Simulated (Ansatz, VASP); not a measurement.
One calculation of AlN, two programs

```xyz
2
Lattice="0.0000 2.0345 2.0345 2.0345 0.0000 2.0345 2.0345 2.0345 0.0000" Properties=species:S:1:pos:R:3 pbc="T T T"
Al    2.0345    2.0345    2.0345
N     0.0000    0.0000    0.0000
```

Alike in both runs: task relaxation of cell and atoms; functional r2SCAN; k mesh 8 × 8 × 8; occupations gaussian, width 0.1 eV; no spin polarisation.

|  | VASP | Ansatz |
| --- | --- | --- |
| version | VASP 6.6.1 | Ansatz 0.2.0 |
| potentials or method | VASP PAW PBE potentials, release 64 (Al, N), cutoff 600 eV | scalar-relativistic, plane waves, PAW |
| valence electrons in the cell | 8 | 8 |

```csv
,VASP,Ansatz,Ansatz less VASP
"gap on the k mesh at the Fermi level, each at its own relaxed structure (eV)",5.56,5.53,-0.029
relaxed volume (Å³/atom),8.21,8.23,+0.019
relaxed cell length with the largest relative difference (Å),2.852,2.855,+0.0023
```

VASP's potentials were made for PBE, not for r2SCAN.
